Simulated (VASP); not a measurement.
# Ru (P6_3/mmc) in VASP: further runs

Runs on Ru. Level: r2SCAN. Tasks: single point.

All numbers are computed with VASP 6.6.1; they aren't measurements. Logs are shortened: lines on timing, memory, paths and dates and some standing lists are left out, and cuts for length are marked.

### 1 The cell of the first run

The structure is hexagonal, space group P6_3/mmc (No. 194). The conventional cell has a = 2.681 Å, b = 2.681 Å, c = 4.237 Å, α = 90.00°, β = 90.00°, γ = 120.00°. Within 3.5 Å of Ru (site symmetry -6m2) lie 12 Ru at 2.62 to 2.68 Å.

### 2 Single point, r2SCAN

Contents of POSCAR:

```
Ru
1.0
    2.6812658258      0.0000000000      0.0000000000
   -1.3406329129      2.3220443195      0.0000000000
    0.0000000000      0.0000000000      4.2371154495
Ru
2
Direct
    0.3333333333      0.6666666667      0.2500000000
    0.6666666667      0.3333333333      0.7500000000
```

Contents of INCAR.step1:

```
PREC = Accurate
ENCUT = 520
ISMEAR = 0
SIGMA = 0.1
LREAL = F
LASPH = T
NELM = 100
NBANDS = 21
GGA = PE
ALGO = Normal
EDIFF = 1E-4
LWAVE = T
LCHARG = F
```

Contents of INCAR.step2:

```
PREC = Accurate
ENCUT = 520
EDIFF = 1E-6
ISMEAR = 0
SIGMA = 0.1
LREAL = F
LASPH = T
NELM = 100
ALGO = Normal
ISIF = 2
LWAVE = F
LCHARG = T
METAGGA = R2SCAN
LMIXTAU = T
LELF = T
LVHAR = T
NBANDS = 21
ISTART = 1
```

Contents of KPOINTS:

```
Automatic mesh
0
Gamma
  18 18 10
```

Potentials or basis: VASP PAW PBE potentials, release 64 (Ru_pv).

Run with:

```bash
$ cat potpaw_PBE.64/Ru_pv/POTCAR > POTCAR
$ cp INCAR.step1 INCAR
$ mpirun -np 1 vasp_std > vasp.out
$ cp INCAR.step2 INCAR
$ mpirun -np 1 vasp_std > vasp.out
```

OUTCAR:

```text
PREC = Accurate
   ENCUT = 520
   EDIFF = 1E-6
   ISMEAR = 0
   LREAL = F
   LASPH = T
   NELM = 100
   ISIF = 2
   METAGGA = R2SCAN
   ISTART = 1

 ion  position               nearest neighbor table
   1  0.333  0.667  0.250-   2 2.62   2 2.62   2 2.62   2 2.62   2 2.62   2 2.62
   2  0.667  0.333  0.750-   1 2.62   1 2.62   1 2.62   1 2.62   1 2.62   1 2.62

  LATTYP: Found a hexagonal cell.
 ALAT       =     2.6812658258
 C/A-ratio  =     1.5802668310

  Lattice vectors:

 A1 = (   2.6812658258,   0.0000000000,   0.0000000000)
 A2 = (  -1.3406329129,   2.3220443195,   0.0000000000)
 A3 = (   0.0000000000,   0.0000000000,   4.2371154495)

Analysis of symmetry for initial positions (statically):
=====================================================================
 Subroutine PRICEL returns:
 Original cell was already a primitive cell.

 Routine SETGRP: Setting up the symmetry group for a
 hexagonal supercell.

 Subroutine GETGRP returns: Found 24 space group operations
 (whereof 12 operations were pure point group operations)
 out of a pool of 24 trial point group operations.

The static configuration has the point symmetry D_3d.
 The point group associated with its full space group is D_6h.

Analysis of symmetry for dynamics (positions and initial velocities):
=====================================================================
 Subroutine PRICEL returns:
 Original cell was already a primitive cell.

 Routine SETGRP: Setting up the symmetry group for a
 hexagonal supercell.

 Subroutine GETGRP returns: Found 24 space group operations
 (whereof 12 operations were pure point group operations)
 out of a pool of 24 trial point group operations.

The dynamic configuration has the point symmetry D_3d.
 The point group associated with its full space group is D_6h.

 Subroutine INISYM returns: Found 24 space group operations
 (whereof 12 operations are pure point group operations),
 and found     1 'primitive' translations

----------------------------------------------------------------------------------------

                                     Primitive cell

  volume of cell :      26.3804

  direct lattice vectors                    reciprocal lattice vectors
     2.681265826  0.000000000  0.000000000     0.372958172  0.215327501  0.000000000
    -1.340632913  2.322044319  0.000000000     0.000000000  0.430655002  0.000000000
     0.000000000  0.000000000  4.237115450     0.000000000  0.000000000  0.236009618

  length of vectors
     2.681265826  2.681265826  4.237115450     0.430655002  0.430655002  0.236009618

  position of ions in fractional coordinates (direct lattice)
     0.333333333  0.666666667  0.250000000
     0.666666667  0.333333333  0.750000000

  ion indices of the primitive-cell ions
   primitive index   ion index
                 1           1
                 2           2

----------------------------------------------------------------------------------------

 KPOINTS: Automatic mesh

Automatic generation of k-mesh.
 Grid dimensions read from file:
 generate k-points for:   18   18   10

 Generating k-lattice:

  Cartesian coordinates                     Fractional coordinates (reciprocal lattice)
     0.020719898  0.011962639  0.000000000     0.055555556  0.000000000  0.000000000
     0.000000000  0.023925278  0.000000000     0.000000000  0.055555556  0.000000000
     0.000000000  0.000000000  0.023600962     0.000000000  0.000000000  0.100000000

  Length of vectors
     0.023925278  0.023925278  0.023600962

  Shift w.r.t. Gamma in fractional coordinates (k-lattice)
     0.000000000  0.000000000  0.000000000

 Subroutine IBZKPT returns following result:
 ===========================================

 Found    222 irreducible k-points:

 Following reciprocal coordinates:
            Coordinates               Weight
  0.000000  0.000000  0.000000      1.000000
  0.055556  0.000000  0.000000      6.000000
  0.111111  0.000000  0.000000      6.000000
  0.166667  0.000000  0.000000      6.000000
  0.222222  0.000000  0.000000      6.000000
  0.277778  0.000000  0.000000      6.000000
[... 16 lines left out ...]
  0.333333  0.111111  0.000000     12.000000
  0.388889  0.111111  0.000000     12.000000
 [... further k-points ...]
   k-points           NKPTS =    222   k-points in BZ     NKDIM =    222   number of bands    NBANDS=     21
   number of dos      NEDOS =    301   number of ions     NIONS =      2
   total plane-waves  NPLWV =  12800
   dimension x,y,z NGX =    20 NGY =   20 NGZ =   32
   dimension x,y,z NGXF=    40 NGYF=   40 NGZF=   64
   ions per type =               2
   NGX,Y,Z   is equivalent  to a cutoff of  12.40, 12.40, 12.56 a.u.
   NGXF,Y,Z  is equivalent  to a cutoff of  24.80, 24.80, 25.11 a.u.
 SYSTEM =  unknown system
   PREC   = accura    normal or accurate (medium, high low for compatibility)
   ISTART =      1    job   : 0-new  1-cont  2-samecut
   ICHARG =      0    charge: 1-file 2-atom 10-const
   ISPIN  =      1    spin polarized calculation?
   LNONCOLLINEAR =      F non collinear calculations
   LSORBIT =      F    spin-orbit coupling
   LASPH  =      T    aspherical Exc in radial PAW
   ENCUT  =  520.0 eV  38.22 Ry    6.18 a.u.   4.99  4.99  7.88*2*pi/ulx,y,z
   NELM   =    100;   NELMIN=  2; NELMDL=  0     # of ELM steps
   EDIFF  = 0.1E-05   stopping-criterion for ELM
   LREAL  =      F    real-space projection
   EDIFFG = 0.1E-04   stopping-criterion for IOM
   NSW    =      0    number of steps for IOM
   IBRION =     -1    ionic relax: 0-MD 1-quasi-New 2-CG
   NFREE  =      0    steps in history (QN), initial steepest desc. (CG)
   ISIF   =      2    stress and relaxation
   ISYM   =      2    0-nonsym 1-usesym 2-fastsym
   POTIM  = 0.5000    time-step for ionic-motion
   TEBEG  =    0.0;   TEEND  =   0.0 temperature during run
   PSTRESS=    0.0 pullay stress
   NELECT =      28.0000    total number of electrons
   NUPDOWN=      -1.0000    fix difference up-down
   EMIN   =  10.00;   EMAX   =-10.00  energy-range for DOS
   EFERMI =   0.00;   METHOD = LEGACY
   ISMEAR =     0;   SIGMA  =   0.10  broadening in eV -4-tet -1-fermi 0-gaus
   EFERMI_NEDOS =   21; number of points for ismear=-14 and -15
   IALGO  =     38    algorithm
   IMIX   =      4    mixing-type and parameters
     AMIX     =   0.40;   BMIX     =  1.00
     AMIX_MAG =   1.60;   BMIX_MAG =  1.00
  volume/ion in A,a.u.               =      13.19        89.01
  Fermi-wavevector in a.u.,A,eV,Ry     =   1.669939  3.155727 37.942518  2.788696
  Thomas-Fermi vector in A             =   2.755524
   LORBIT       =      0    0 simple, 1 ext, 2 COOP (PROOUT), +10 PAW based schemes
   METAGGA = R2SCAN    functional components
   LHFCALC =     F    Hartree Fock is set to
   AEXX    =    0.0000 exact exchange contribution
   IVDW    =     0    specifies the selected vdW correction
   LEPSILON=     F    determine dielectric tensor
   LRPA    =     F    only Hartree local field effects (RPA)
 non-spin polarized calculation
 Gauss-broadening in eV      SIGMA  =   0.10
  energy-cutoff  :      520.00
  volume of cell :       26.38
 maximum number of plane-waves:       732
 NGX is ok and might be reduce to    20
   NGX =  9   NGY =  9   NGZ = 15

 number of electron      27.9999993 magnetization

 Free energy of the ion-electron system (eV)
  ---------------------------------------------------
  ext. energy  EPLUGINS =         0.00000000
  ---------------------------------------------------
  free energy    TOTEN  =       -50.83782942 eV

  energy without entropy =      -50.82931948  energy(sigma->0) =      -50.83357445

 E-fermi :  13.2570     XC(G=0): -15.6135

 val. band max:       13.2454123908   @ k =   0.1667   0.0000   0.4000
 cond. band min:      13.2570309399   @ k =   0.1667   0.1111   0.3000
 fundamental gap:      0.0116185491
 Fermi energy:        13.2569914790

 k-point     1 :       0.0000    0.0000    0.0000
  band No.  band energies     occupation
      1     -31.9436      2.00000
      2     -30.8375      2.00000
      3     -30.8375      2.00000
      4     -30.6363      2.00000
      5     -30.6363      2.00000
      6     -30.5852      2.00000
[... 13 lines left out ...]
     20      21.6858      0.00000
     21      24.4922      0.00000

 k-point     2 :       0.0556    0.0000    0.0000
  band No.  band energies     occupation
      1     -31.9311      2.00000
      2     -30.8643      2.00000
      3     -30.8466      2.00000
      4     -30.6643      2.00000
      5     -30.6398      2.00000
      6     -30.5910      2.00000
[... 13 lines left out ...]
     20      21.6857      0.00000
     21      24.4732      0.00000

 k-point     3 :       0.1111    0.0000    0.0000
  band No.  band energies     occupation
      1     -31.8943      2.00000
      2     -30.9414      2.00000
      3     -30.8722      2.00000
      4     -30.7443      2.00000
      5     -30.6504      2.00000
      6     -30.6084      2.00000
[... 13 lines left out ...]
     20      21.6857      0.00000
     21      24.4111      0.00000

 k-point     4 :       0.1667    0.0000    0.0000
  band No.  band energies     occupation
      1     -31.8354      2.00000
      2     -31.0596      2.00000
      3     -30.9103      2.00000
      4     -30.8643      2.00000
      5     -30.6675      2.00000
      6     -30.6374      2.00000
[... 13 lines left out ...]
     20      21.6857      0.00000
     21      24.3019      0.00000

 k-point     5 :       0.2222    0.0000    0.0000
  band No.  band energies     occupation
      1     -31.7580      2.00000
      2     -31.2045      2.00000
      3     -31.0077      2.00000
      4     -30.9558      2.00000
      5     -30.6895      2.00000
      6     -30.6781      2.00000
[... 13 lines left out ...]
     20      21.6857      0.00000
     21      24.1591      0.00000
[... 382 lines left out ...]
     20      22.5342      0.00000
     21      24.0865      0.00000

 k-point    22 :       0.2778    0.1111    0.0000
  band No.  band energies     occupation
      1     -31.5422      2.00000
      2     -31.4867      2.00000
      3     -31.3269      2.00000
      4     -31.0629      2.00000
      5     -30.8078      2.00000
      6     -30.7981      2.00000
[... 13 lines left out ...]
     20      23.9509      0.00000
     21      23.9933      0.00000

 k-point    23 :       0.3333    0.1111    0.0000
  band No.  band energies     occupation
      1     -31.5966      2.00000
      2     -31.4490      2.00000
      3     -31.4007      2.00000
      4     -31.1184      2.00000
      5     -30.8725      2.00000
      6     -30.8230      2.00000
[... 13 lines left out ...]
     20      22.9493      0.00000
     21      24.9539      0.00000

 k-point    24 :       0.3889    0.1111    0.0000
  band No.  band energies     occupation
      1     -31.6679      2.00000
      2     -31.4487      2.00000
      3     -31.3734      2.00000
      4     -31.1540      2.00000
      5     -30.9295      2.00000
      6     -30.8391      2.00000
[... 13 lines left out ...]
     20      21.6858      0.00000
     21      25.2912      0.00000

 [... further k-points ...]

------------------------ aborting loop because EDIFF is reached ----------------------------------------

  FORCE on cell =-STRESS in cart. coord.  units (eV):
  Direction    XX          YY          ZZ          XY          YZ          ZX
  --------------------------------------------------------------------------------------
  -------------------------------------------------------------------------------------
  Total        1.5918211      1.5918211      1.6204057      0.0000000      0.0000000     -0.0000000
  in kB       96.6772217     96.6772217     98.4132735      0.0000000      0.0000000     -0.0000000
  external PRESSURE =      97.2559056 kB  Pullay stress =       0.0000000 kB

 VOLUME and BASIS-vectors are now :
 -----------------------------------------------------------------------------
  energy-cutoff  :      520.00
  volume of cell :       26.38
      direct lattice vectors                 reciprocal lattice vectors
     2.681265826  0.000000000  0.000000000     0.372958172  0.215327501  0.000000000
    -1.340632913  2.322044319  0.000000000     0.000000000  0.430655002  0.000000000
     0.000000000  0.000000000  4.237115450     0.000000000  0.000000000  0.236009618

 POSITION                                       TOTAL-FORCE (eV/Angst)
 -----------------------------------------------------------------------------------
     -0.00000      1.54803      1.05928        -0.000000      0.000000      0.000000
      1.34063      0.77401      3.17784         0.000000     -0.000000      0.000000
 -----------------------------------------------------------------------------------
    total drift:                                0.000000     -0.000000      0.000000

  FREE ENERGIE OF THE ION-ELECTRON SYSTEM (eV)
  ---------------------------------------------------
  free  energy   TOTEN  =       -50.8378294221 eV

  energy  without entropy=      -50.8293194771  energy(sigma->0) =      -50.83357445
```

Wall time 2.9 min (1 thread of AMD EPYC 9R45 (Zen 5), shared host); peak memory 0.18 GiB.

Results:

```yaml
Free_energy: -50.8378 eV
Pressure: 9.7 GPa
Band_gap_on_the_k_mesh: zero (bands 14 and 15 overlap by 3.40 eV)
```

Levels at points of the mesh, in eV from the Fermi level:
| k point | band 11 | band 12 | band 13 | band 14 | band 15 | band 16 | band 17 | band 18 |
| --- | --- | --- | --- | --- | --- | --- | --- | --- |
| (0.00, 0.00, 0.00) | -2.61 | -2.07 | -2.07 | -1.53 | -1.53 | 1.29 | 1.29 | 1.42 |
| (0.50, 0.00, 0.00) | -2.24 | -1.92 | -1.62 | 1.56 | 2.01 | 2.10 | 4.41 | 6.65 |
| (0.00, 0.00, 0.50) | -3.00 | -3.00 | -2.91 | -2.91 | 0.60 | 0.60 | 0.60 | 0.60 |
| (0.50, 0.00, 0.50) | -1.15 | -1.15 | 0.50 | 0.50 | 1.84 | 1.84 | 3.67 | 3.67 |

Caveat: the cell stands under pressure; the PAW data sets were made with another functional, which shifts forces and pressure a little.

### 3 Single point, r2SCAN

This run uses another cell than the first one, of 13.37 Å³/atom.

Contents of POSCAR:

```
Ru
1.0
    2.6941235428      0.0000000000      0.0000000000
   -1.3470617714      2.3331794290      0.0000000000
    0.0000000000      0.0000000000      4.2546186840
Ru
2
Direct
    0.3333333333      0.6666666667      0.2500000000
    0.6666666667      0.3333333333      0.7500000000
```

Contents of INCAR.step1:

```
PREC = Accurate
ENCUT = 520
ISMEAR = 0
SIGMA = 0.1
LREAL = False
LASPH = True
NELM = 100
NBANDS = 21
GGA = PE
ALGO = Normal
EDIFF = 1E-4
LWAVE = True
LCHARG = False
```

Contents of INCAR.step2:

```
PREC = Accurate
ENCUT = 520
EDIFF = 1E-7
ISMEAR = 0
SIGMA = 0.1
LREAL = False
LASPH = True
NELM = 100
ALGO = Normal
ISIF = 2
LWAVE = False
LCHARG = False
METAGGA = R2SCAN
LMIXTAU = True
NBANDS = 21
ISTART = 1
```

KPOINTS is that of step 2.

Potentials or basis: VASP PAW PBE potentials, release 64 (Ru_pv).

Run with:

```bash
$ cat potpaw_PBE.64/Ru_pv/POTCAR > POTCAR
$ cp INCAR.step1 INCAR
$ mpirun -np 1 vasp_std > vasp.out
$ cp INCAR.step2 INCAR
$ mpirun -np 1 vasp_std > vasp.out
```

Run time: 3 min. Hardware: 1 thread of AMD EPYC 9R45 (Zen 5), shared host; peak memory 0.18 GiB.

The run converged. Its results:

| Item | Value |
| --- | --- |
| Free energy | -50.8543 eV |
| Pressure | 4.6 GPa |
| Band gap on the k mesh | zero (bands 14 and 15 overlap by 3.33 eV) |

Stress tensor (GPa, compression positive):
```
4.57 0.00 0.00
0.00 4.57 0.00
0.00 0.00 4.76
```

Levels at points of the mesh, in eV from the Fermi level:
| k point | band 10 | band 11 | band 12 | band 13 | band 14 | band 15 | band 16 | band 17 | band 18 | band 19 |
| --- | --- | --- | --- | --- | --- | --- | --- | --- | --- | --- |
| (0.00, 0.00, 0.00) | -2.76 | -2.55 | -2.03 | -2.03 | -1.50 | -1.50 | 1.27 | 1.27 | 1.40 | 8.42 |
| (0.50, 0.00, 0.00) | -3.23 | -2.20 | -1.90 | -1.59 | 1.52 | 1.96 | 2.05 | 4.33 | 6.53 | 8.42 |
| (0.00, 0.00, 0.50) | -2.94 | -2.94 | -2.94 | -2.86 | -2.86 | 0.59 | 0.59 | 0.59 | 0.59 | 8.42 |
| (0.50, 0.00, 0.50) | -4.83 | -1.13 | -1.13 | 0.48 | 0.48 | 1.79 | 1.79 | 3.61 | 3.61 | 8.42 |

Caveat: the cell stands under pressure; the PAW data sets were made with another functional, which shifts forces and pressure a little.

### 4 Single point, r2SCAN

This run uses another cell than the first one, of 13.49 Å³/atom.

Contents of POSCAR:

```
Ru
1.0
    2.7024647918      0.0000000000      0.0000000000
   -1.3512323959      2.3404031625      0.0000000000
    0.0000000000      0.0000000000      4.2658390126
Ru
2
Direct
    0.3333333333      0.6666666667      0.2500000000
    0.6666666667      0.3333333333      0.7500000000
```

Contents of INCAR.step1:

```
ALGO = Normal
EDIFF = 1E-4
ENCUT = 520
GGA = PE
ISMEAR = 0
LASPH = True
LCHARG = False
LREAL = False
LWAVE = True
NBANDS = 21
NELM = 80
PREC = Accurate
SIGMA = 0.1
```

Contents of INCAR.step2:

```
ALGO = Normal
EDIFF = 1E-7
ENCUT = 520
ISIF = 2
ISMEAR = 0
ISTART = 1
LASPH = True
LCHARG = False
LMIXTAU = True
LREAL = False
LWAVE = False
METAGGA = R2SCAN
NBANDS = 21
NELM = 80
PREC = Accurate
SIGMA = 0.1
```

Contents of KPOINTS:

```
k-points
0
Gamma
  18 18 10
```

Run with:

```bash
$ cat potpaw_PBE.64/Ru_pv/POTCAR > POTCAR
$ cp INCAR.step1 INCAR
$ mpirun -np 1 vasp_std > vasp.out
$ cp INCAR.step2 INCAR
$ mpirun -np 1 vasp_std > vasp.out
```

Wall time 3.6 min (1 thread of AMD EPYC 9R45 (Zen 5), shared host); peak memory 0.18 GiB.

The run converged. Its results:

| Property | Result |
| --- | --- |
| Free energy | -50.8590 eV |
| Pressure | 1.5 GPa |
| Band gap on the k mesh | zero (bands 14 and 15 overlap by 3.29 eV) |

Stress tensor (GPa, compression positive):
```
1.46 0.00 0.00
0.00 1.46 0.00
0.00 0.00 1.66
```

Levels at points of the mesh, in eV from the Fermi level:
```csv
k point,band 10,band 11,band 12,band 13,band 14,band 15,band 16,band 17,band 18,band 19
"(0.00, 0.00, 0.00)",-2.72,-2.51,-2.00,-2.00,-1.49,-1.49,1.25,1.25,1.40,8.42
"(0.50, 0.00, 0.00)",-3.19,-2.17,-1.88,-1.57,1.49,1.93,2.03,4.27,6.46,8.42
"(0.00, 0.00, 0.50)",-2.91,-2.91,-2.91,-2.83,-2.83,0.58,0.58,0.58,0.58,8.42
"(0.50, 0.00, 0.50)",-4.77,-1.12,-1.12,0.48,0.48,1.76,1.76,3.57,3.57,8.42
```

Caveat: the PAW data sets were made with another functional, which shifts forces and pressure a little.

### 5 The runs side by side

```tsv
cell	gap on the mesh (eV)	pressure (GPa)
a = 2.681, b = 2.681, c = 4.237 Å, angles 90.0, 90.0, 120.0°, 2 atoms	none	9.7
a = 2.694, b = 2.694, c = 4.255 Å, angles 90.0, 90.0, 120.0°, 2 atoms	none	4.6
a = 2.702, b = 2.702, c = 4.266 Å, angles 90.0, 90.0, 120.0°, 2 atoms	none	1.5
```

Alike in all rows: task single point; level r2SCAN; potentials or basis VASP PAW PBE potentials, release 64 (Ru_pv); no spin polarisation; k mesh 18 × 18 × 10; cutoff (eV) 520; smearing gaussian 0.1 eV.

Caveats: the PAW data sets were made with another functional, which shifts forces and pressure a little; the cell stands under pressure (at least some runs).

Total energies depend on the potentials used, so only differences within one code and one set of settings carry meaning.

The gap in the log of VASP goes by the Fermi energy; the results here count the filled bands.